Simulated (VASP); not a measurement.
# ZnS (P6/mmm) in VASP: single point with r2SCAN

Aim: the single point of ZnS with r2SCAN.

All numbers are computed with VASP 6.6.1; they aren't measurements. Logs are shortened: lines on timing, memory, paths and dates and some standing lists are left out, and cuts for length are marked.

**1. The cell of the first run**

The structure is hexagonal, space group P6/mmm (No. 191). The conventional cell has a = 6.050 Å, b = 6.050 Å, c = 3.393 Å, α = 90.00°, β = 90.00°, γ = 120.00°. Within 3.2 Å of Zn (site symmetry mmm) lie 6 S at 2.43 to 3.03 Å and 4 Zn at 3.03 Å. Within 4.0 Å of S (site symmetry 6/mmm) lie 6 Zn at 3.03 Å and 14 S at 3.39 to 3.88 Å. S (site symmetry -6m2) has 6 Zn at 2.43 Å within 3.2 Å.

**2. Single point, r2SCAN**

Contents of POSCAR:

```
ZnS
1.0
    6.0501572610      0.0000000000      0.0000000000
   -3.0250786305      5.2395898849      0.0000000000
    0.0000000000      0.0000000000      3.3930285322
Zn S
3 3
Direct
    0.5000000000      0.0000000000      0.0000000000
    0.5000000000      0.5000000000      0.0000000000
    0.0000000000      0.5000000000      0.0000000000
    0.0000000000      0.0000000000      0.0000000000
    0.3333333333      0.6666666667      0.5000000000
    0.6666666667      0.3333333333      0.5000000000
```

Contents of INCAR.step1:

```
SYSTEM = ZnS
PREC = Accurate
ENCUT = 520
ISMEAR = 0
SIGMA = 0.1
LREAL = .FALSE.
LASPH = .TRUE.
NELM = 60
NBANDS = 36
GGA = PE
ALGO = Normal
EDIFF = 1E-4
LWAVE = .TRUE.
LCHARG = .FALSE.
```

Contents of INCAR.step2:

```
SYSTEM = ZnS
PREC = Accurate
ENCUT = 520
EDIFF = 1E-6
ISMEAR = 0
SIGMA = 0.1
LREAL = .FALSE.
LASPH = .TRUE.
NELM = 60
ALGO = Normal
ISIF = 2
LWAVE = .FALSE.
LCHARG = .FALSE.
METAGGA = R2SCAN
LMIXTAU = .TRUE.
NBANDS = 36
ISTART = 1
```

Contents of KPOINTS:

```
Automatic mesh
0
G
  6 6 12
  0 0 0
```

Potentials or basis: VASP PAW PBE potentials, release 64 (Zn, S).

Started as:

```sh
$ cat potpaw_PBE.64/Zn/POTCAR potpaw_PBE.64/S/POTCAR > POTCAR
$ cp INCAR.step1 INCAR
$ mpirun -np 1 vasp_std > vasp.out
$ cp INCAR.step2 INCAR
$ mpirun -np 1 vasp_std > vasp.out
```

OUTCAR:

```text
SYSTEM = ZnS
   PREC = Accurate
   ENCUT = 520
   EDIFF = 1E-6
   ISMEAR = 0
   LREAL = .FALSE.
   LASPH = .TRUE.
   NELM = 60
   ISIF = 2
   METAGGA = R2SCAN
   ISTART = 1

 ion  position               nearest neighbor table
   1  0.500  0.000  0.000-   5 2.43   6 2.43   5 2.43   6 2.43   2 3.03   3 3.03   2 3.03   3 3.03

   2  0.500  0.500  0.000-   5 2.43   6 2.43   5 2.43   6 2.43   1 3.03   1 3.03   3 3.03   3 3.03

   3  0.000  0.500  0.000-   5 2.43   6 2.43   5 2.43   6 2.43   1 3.03   1 3.03   2 3.03   2 3.03

   4  0.000  0.000  0.000-
   5  0.333  0.667  0.500-   1 2.43   1 2.43   3 2.43   3 2.43   2 2.43   2 2.43
   6  0.667  0.333  0.500-   1 2.43   1 2.43   3 2.43   3 2.43   2 2.43   2 2.43

  LATTYP: Found a hexagonal cell.
 ALAT       =     6.0501572610
 C/A-ratio  =     0.5608165847

  Lattice vectors:

 A1 = (   6.0501572610,   0.0000000000,   0.0000000000)
 A2 = (  -3.0250786305,   5.2395898849,   0.0000000000)
 A3 = (   0.0000000000,   0.0000000000,   3.3930285322)

Analysis of symmetry for initial positions (statically):
=====================================================================
 Subroutine PRICEL returns:
 Original cell was already a primitive cell.

 Routine SETGRP: Setting up the symmetry group for a
 hexagonal supercell.

 Subroutine GETGRP returns: Found 24 space group operations
 (whereof 24 operations were pure point group operations)
 out of a pool of 24 trial point group operations.

The static configuration has the point symmetry D_6h.

Analysis of symmetry for dynamics (positions and initial velocities):
=====================================================================
 Subroutine PRICEL returns:
 Original cell was already a primitive cell.

 Routine SETGRP: Setting up the symmetry group for a
 hexagonal supercell.

 Subroutine GETGRP returns: Found 24 space group operations
 (whereof 24 operations were pure point group operations)
 out of a pool of 24 trial point group operations.

The dynamic configuration has the point symmetry D_6h.

 Subroutine INISYM returns: Found 24 space group operations
 (whereof 24 operations are pure point group operations),
 and found     1 'primitive' translations

----------------------------------------------------------------------------------------

                                     Primitive cell

  volume of cell :     107.5602

  direct lattice vectors                    reciprocal lattice vectors
     6.050157261  0.000000000  0.000000000     0.165284960  0.095427316  0.000000000
    -3.025078630  5.239589885  0.000000000     0.000000000  0.190854632  0.000000000
     0.000000000  0.000000000  3.393028532     0.000000000  0.000000000  0.294721954

  length of vectors
     6.050157261  6.050157261  3.393028532     0.190854632  0.190854632  0.294721954

  position of ions in fractional coordinates (direct lattice)
     0.500000000  0.000000000  0.000000000
     0.500000000  0.500000000  0.000000000
     0.000000000  0.500000000  0.000000000
     0.000000000  0.000000000  0.000000000
     0.333333333  0.666666667  0.500000000
     0.666666667  0.333333333  0.500000000

  ion indices of the primitive-cell ions
   primitive index   ion index
                 1           1
                 2           2
                 3           3
                 4           4
                 5           5
                 6           6

----------------------------------------------------------------------------------------

 KPOINTS: Automatic mesh

Automatic generation of k-mesh.
 Grid dimensions read from file:
 generate k-points for:    6    6   12

 Generating k-lattice:

  Cartesian coordinates                     Fractional coordinates (reciprocal lattice)
     0.027547493  0.015904553  0.000000000     0.166666667  0.000000000  0.000000000
     0.000000000  0.031809105  0.000000000     0.000000000  0.166666667  0.000000000
     0.000000000  0.000000000  0.024560163     0.000000000  0.000000000  0.083333333

  Length of vectors
     0.031809105  0.031809105  0.024560163

  Shift w.r.t. Gamma in fractional coordinates (k-lattice)
     0.000000000  0.000000000  0.000000000

 Subroutine IBZKPT returns following result:
 ===========================================

 Found     49 irreducible k-points:

 Following reciprocal coordinates:
            Coordinates               Weight
  0.000000  0.000000  0.000000      1.000000
  0.166667 -0.000000  0.000000      6.000000
  0.333333  0.000000  0.000000      6.000000
  0.500000  0.000000  0.000000      3.000000
  0.166667  0.166667  0.000000      6.000000
  0.333333  0.166667  0.000000     12.000000
[... 16 lines left out ...]
  0.166667 -0.000000  0.250000     12.000000
  0.333333  0.000000  0.250000     12.000000
 [... further k-points ...]
   k-points           NKPTS =     49   k-points in BZ     NKDIM =     49   number of bands    NBANDS=     36
   number of dos      NEDOS =    301   number of ions     NIONS =      6
   total plane-waves  NPLWV =  64512
   dimension x,y,z NGX =    48 NGY =   48 NGZ =   28
   dimension x,y,z NGXF=    96 NGYF=   96 NGZF=   56
   ions per type =               3   3
   NGX,Y,Z   is equivalent  to a cutoff of  13.19, 13.19, 13.72 a.u.
   NGXF,Y,Z  is equivalent  to a cutoff of  26.38, 26.38, 27.44 a.u.
 SYSTEM =  ZnS
   PREC   = accura    normal or accurate (medium, high low for compatibility)
   ISTART =      1    job   : 0-new  1-cont  2-samecut
   ICHARG =      0    charge: 1-file 2-atom 10-const
   ISPIN  =      1    spin polarized calculation?
   LNONCOLLINEAR =      F non collinear calculations
   LSORBIT =      F    spin-orbit coupling
   LASPH  =      T    aspherical Exc in radial PAW
   ENCUT  =  520.0 eV  38.22 Ry    6.18 a.u.  11.25 11.25  6.31*2*pi/ulx,y,z
   NELM   =     60;   NELMIN=  2; NELMDL=  0     # of ELM steps
   EDIFF  = 0.1E-05   stopping-criterion for ELM
   LREAL  =      F    real-space projection
   EDIFFG = 0.1E-04   stopping-criterion for IOM
   NSW    =      0    number of steps for IOM
   IBRION =     -1    ionic relax: 0-MD 1-quasi-New 2-CG
   NFREE  =      0    steps in history (QN), initial steepest desc. (CG)
   ISIF   =      2    stress and relaxation
   ISYM   =      2    0-nonsym 1-usesym 2-fastsym
   POTIM  = 0.5000    time-step for ionic-motion
   TEBEG  =    0.0;   TEEND  =   0.0 temperature during run
   PSTRESS=    0.0 pullay stress
   NELECT =      54.0000    total number of electrons
   NUPDOWN=      -1.0000    fix difference up-down
   EMIN   =  10.00;   EMAX   =-10.00  energy-range for DOS
   EFERMI =   0.00;   METHOD = LEGACY
   ISMEAR =     0;   SIGMA  =   0.10  broadening in eV -4-tet -1-fermi 0-gaus
   EFERMI_NEDOS =   21; number of points for ismear=-14 and -15
   IALGO  =     38    algorithm
   IMIX   =      4    mixing-type and parameters
     AMIX     =   0.40;   BMIX     =  1.00
     AMIX_MAG =   1.60;   BMIX_MAG =  1.00
  volume/ion in A,a.u.               =      17.93       120.98
  Fermi-wavevector in a.u.,A,eV,Ry     =   1.301135  2.458788 23.034004  1.692952
  Thomas-Fermi vector in A             =   2.432288
   LORBIT       =      0    0 simple, 1 ext, 2 COOP (PROOUT), +10 PAW based schemes
   METAGGA = R2SCAN    functional components
   LHFCALC =     F    Hartree Fock is set to
   AEXX    =    0.0000 exact exchange contribution
   IVDW    =     0    specifies the selected vdW correction
   LEPSILON=     F    determine dielectric tensor
   LRPA    =     F    only Hartree local field effects (RPA)
 non-spin polarized calculation
 Gauss-broadening in eV      SIGMA  =   0.10
  energy-cutoff  :      520.00
  volume of cell :      107.56
 maximum number of plane-waves:      2929
 NGX is ok and might be reduce to    48
   NGX = 23   NGY = 23   NGZ = 13

 number of electron      54.0000003 magnetization

 Free energy of the ion-electron system (eV)
  ---------------------------------------------------
  ext. energy  EPLUGINS =         0.00000000
  ---------------------------------------------------
  free energy    TOTEN  =       -52.32391277 eV

  energy without entropy =      -52.31476493  energy(sigma->0) =      -52.31933885

 E-fermi :   3.9914     XC(G=0): -10.9418

 val. band max:        3.9291474336   @ k =   0.1667  -0.0000   0.4167
 cond. band min:       4.0138018117   @ k =   0.3333   0.3333   0.3333
 fundamental gap:      0.0846543782
 Fermi energy:         3.9913915927

 k-point     1 :       0.0000    0.0000    0.0000
  band No.  band energies     occupation
      1     -12.0253      2.00000
      2     -10.6557      2.00000
      3      -8.4066      2.00000
      4      -4.7387      2.00000
      5      -4.6904      2.00000
      6      -4.6904      2.00000
[... 28 lines left out ...]
     35      10.5114      0.00000
     36      10.5114      0.00000

 k-point     2 :       0.1667   -0.0000    0.0000
  band No.  band energies     occupation
      1     -11.9549      2.00000
      2     -10.7555      2.00000
      3      -8.4249      2.00000
      4      -4.6995      2.00000
      5      -4.6722      2.00000
      6      -4.5895      2.00000
[... 28 lines left out ...]
     35      10.4605      0.00000
     36      10.7149      0.00000

 k-point     3 :       0.3333    0.0000    0.0000
  band No.  band energies     occupation
      1     -11.7673      2.00000
      2     -10.9982      2.00000
      3      -8.4679      2.00000
      4      -4.6321      2.00000
      5      -4.5941      2.00000
      6      -4.3607      2.00000
[... 28 lines left out ...]
     35      10.3590      0.00000
     36      11.1023      0.00000
[... 742 lines left out ...]
 k-point    23 :       0.1667   -0.0000    0.2500
  band No.  band energies     occupation
      1     -11.4070      2.00000
      2     -10.5174      2.00000
      3      -8.1896      2.00000
      4      -4.7106      2.00000
      5      -4.5529      2.00000
      6      -4.2682      2.00000
[... 28 lines left out ...]
     35      11.0355      0.00000
     36      11.4488      0.00000

 k-point    24 :       0.3333    0.0000    0.2500
  band No.  band energies     occupation
      1     -11.2574      2.00000
      2     -10.6830      2.00000
      3      -8.2065      2.00000
      4      -4.7305      2.00000
      5      -4.6796      2.00000
      6      -4.2142      2.00000
[... 28 lines left out ...]
     35      10.9558      0.00000
     36      11.3499      0.00000

 [... further k-points ...]
[... 5 lines left out ...]
  --------------------------------------------------------------------------------------
  -------------------------------------------------------------------------------------
  Total        0.1062795      0.1062795      0.0956439     -0.0000000     -0.0000000     -0.0000000
  in kB        1.5831012      1.5831012      1.4246768     -0.0000000     -0.0000000     -0.0000000
  external PRESSURE =       1.5302930 kB  Pullay stress =       0.0000000 kB

 VOLUME and BASIS-vectors are now :
 -----------------------------------------------------------------------------
  energy-cutoff  :      520.00
  volume of cell :      107.56
      direct lattice vectors                 reciprocal lattice vectors
     6.050157261  0.000000000  0.000000000     0.165284960  0.095427316  0.000000000
    -3.025078630  5.239589885  0.000000000     0.000000000  0.190854632  0.000000000
     0.000000000  0.000000000  3.393028532     0.000000000  0.000000000  0.294721954

 POSITION                                       TOTAL-FORCE (eV/Angst)
 -----------------------------------------------------------------------------------
      3.02508      0.00000      0.00000        -0.000000      0.000000     -0.000000
      1.51254      2.61979      0.00000        -0.000000      0.000000     -0.000000
     -1.51254      2.61979      0.00000        -0.000000      0.000000     -0.000000
      0.00000      0.00000      0.00000        -0.000000      0.000000     -0.000000
     -0.00000      3.49306      1.69651        -0.000000      0.000000      0.000000
      3.02508      1.74653      1.69651         0.000000     -0.000000     -0.000000
 -----------------------------------------------------------------------------------
    total drift:                               -0.000000      0.000000      0.000000

  FREE ENERGIE OF THE ION-ELECTRON SYSTEM (eV)
  ---------------------------------------------------
  free  energy   TOTEN  =       -52.3239127662 eV

  energy  without entropy=      -52.3147649307  energy(sigma->0) =      -52.31933885
```

Wall time 9.8 min (1 thread of Intel Xeon 8259CL, shared host); peak memory 0.35 GiB.

What came out:

```
Free energy            : -52.3239 eV
Pressure               : 0.2 GPa
Band gap on the k mesh : zero (bands 27 and 28 overlap by 1.71 eV)
```

Levels at points of the mesh, in eV from the Fermi level:
```tsv
k point	band 25	band 26	band 27	band 28	band 29	band 30
(0.00, 0.00, 0.00)	-1.75	-1.24	0.15	0.40	3.45	5.17
(0.50, 0.00, 0.00)	-2.05	-2.05	0.35	1.36	2.37	3.33
(0.00, 0.00, 0.50)	-2.70	-1.95	-1.95	-0.94	-0.94	4.18
(0.50, 0.00, 0.50)	-2.31	-1.72	-1.54	-0.12	0.67	3.09
```

Caveat: the PAW data sets were made with another functional, which shifts forces and pressure a little.

The gap in the log of VASP goes by the Fermi energy; the results here count the filled bands.